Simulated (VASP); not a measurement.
A run of VASP 6.6.1 is set up as follows.

The input POSCAR:

```
Co3Ir
1.0
    3.5177039703      0.0000000000      0.0000000000
    0.0000000000      3.5177039703      0.0000000000
    0.0000000000      0.0000000000      3.5177039703
Co Ir
3 1
Direct
    0.0000000000      0.5000000000      0.5000000000
    0.5000000000      0.0000000000      0.5000000000
    0.5000000000      0.5000000000      0.0000000000
    0.0000000000      0.0000000000      0.0000000000
```

INCAR.step1

```
  PREC = Accurate
  ENCUT = 520
  ISMEAR = -1
  SIGMA = 0.1
  LREAL = False
  LASPH = True
  NELM = 150
  ISPIN = 2
  MAGMOM = 2.5 2.5 2.5 0
  LMAXMIX = 4
  NBANDS = 30
  GGA = PE
  ALGO = Normal
  EDIFF = 1E-4
  LWAVE = True
  LCHARG = False
```

File INCAR.step2:

```
  PREC = Accurate
  ENCUT = 520
  EDIFF = 1E-6
  ISMEAR = -1
  SIGMA = 0.1
  LREAL = False
  LASPH = True
  NELM = 150
  ALGO = Normal
  ISIF = 2
  LWAVE = False
  LCHARG = True
  ISPIN = 2
  MAGMOM = 2.5 2.5 2.5 0
  LORBIT = 11
  LMAXMIX = 4
  METAGGA = R2SCAN
  LMIXTAU = True
  LELF = True
  LVHAR = True
  NBANDS = 30
  ISTART = 1
```

KPOINTS

```
Automatic mesh
0
Gamma
  7 7 7
```

Potentials or basis: VASP PAW PBE potentials, release 64 (Co, Ir).

The run is started by

```console
$ cat potpaw_PBE.64/Co/POTCAR potpaw_PBE.64/Ir/POTCAR > POTCAR
$ cp INCAR.step1 INCAR
$ mpirun -np 1 vasp_std > vasp.out
$ cp INCAR.step2 INCAR
$ mpirun -np 1 vasp_std > vasp.out
```

**Question.** Estimate the net moment.

**Answer.** 6.19 μB per cell.

**Question.** What does it give for the pressure?

**Answer.** 27.2 GPa.

**Question.** Predict the site moments.

**Answer.** Co +1.87; Ir +0.70 μB.

Caveat: the PAW data sets were made with another functional, which shifts forces and pressure a little.
